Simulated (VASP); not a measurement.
Wanted: the native input for a VASP 6.6.1 run.

- Task: single point
- Functional: PBE
- Potentials or basis: VASP PAW PBE potentials, release 64 (Al, N)
- Cutoff: 520 eV
- k mesh: 6 × 6 × 6
- Occupations: gaussian, width 0.01 eV
- Spin: no spin polarisation
- Dipole correction: no
- Further INCAR settings: ALGO = Normal; EDIFF = 1e-06; NBANDS = 11

The structure of AlN lies in POSCAR:

```
AlN
1.0
    0.0000000000      2.0188684521      2.0188684521
    2.0188684521      0.0000000000      2.0188684521
    2.0188684521      2.0188684521      0.0000000000
Al N
1 1
Direct
    0.0000000000      0.0000000000      0.0000000000
    0.5000000000      0.5000000000      0.5000000000
```

One way to write it, as run:

INCAR

```
SYSTEM = AlN
PREC     = Accurate       ! precision mode
ENCUT    = 520            ! plane-wave cutoff, eV
EDIFF    = 1E-6           ! SCF threshold, eV
ISMEAR   = 0              ! smearing method
SIGMA    = 0.01           ! smearing width, eV
LREAL    = .False.        ! projectors in reciprocal space
LASPH    = .True.         ! aspherical terms in the spheres
NELM     = 100            ! most SCF steps
ALGO     = Normal         ! electronic algorithm
ISIF     = 2              ! what is computed and relaxed
LWAVE    = .False.        ! write WAVECAR
LCHARG   = .False.        ! write CHGCAR
GGA      = PE             ! functional
NBANDS   = 11             ! bands
```

KPOINTS

```
Automatic mesh
0
Gamma
  6 6 6
  0 0 0
```

Potentials or basis: VASP PAW PBE potentials, release 64 (Al, N).

Run with:

```bash
$ cat potpaw_PBE.64/Al/POTCAR potpaw_PBE.64/N/POTCAR > POTCAR
$ mpirun -np 1 vasp_std > vasp.out
```

Results of the run:

The pressure is 6.1 GPa and the band gap on the k mesh is 4.64 eV, indirect (least direct gap 5.74 eV).

Caveat: the k points lie up to 0.45 Å⁻¹ apart.

Run time: 1.9 s on 1 thread of Intel Xeon 6975P-C, with other jobs on the host, peak memory 0.13 GiB.
